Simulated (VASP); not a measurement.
Here is a VASP 6.6.1 calculation.

File INCAR:

```
ALGO = Normal
EDIFF = 1E-7
ENCUT = 520
GGA = PS
ISIF = 2
ISMEAR = 0
LASPH = True
LCHARG = False
LREAL = False
LWAVE = False
NBANDS = 16
NELM = 80
PREC = Accurate
SIGMA = 0.01
```

KPOINTS

```
k-points
0
Gamma
  12 12 12
```

Contents of POSCAR:

```
GaAs
1.0
    0.0000000000      2.6579547657      2.6579547657
    2.6579547657      0.0000000000      2.6579547657
    2.6579547657      2.6579547657      0.0000000000
Ga As
1 1
Direct
    0.0000000000      0.0000000000      0.0000000000
    0.7500000000      0.7500000000      0.7500000000
```

Potentials or basis: VASP PAW PBE potentials, release 64 (Ga_d, As).

Run with:

```bash
$ cat potpaw_PBE.64/Ga_d/POTCAR potpaw_PBE.64/As/POTCAR > POTCAR
$ mpirun -np 1 vasp_std > vasp.out
```

Problem. What does it give for the band gap on the k mesh?

Solution. 0.94 eV (least direct gap 1.92 eV).

Problem. What does it give for the pressure?

Solution. 20.3 GPa.

Caveat: the cell stands under pressure; the PAW data sets were made with another functional, which shifts forces and pressure a little. A k mesh can miss the band edges.
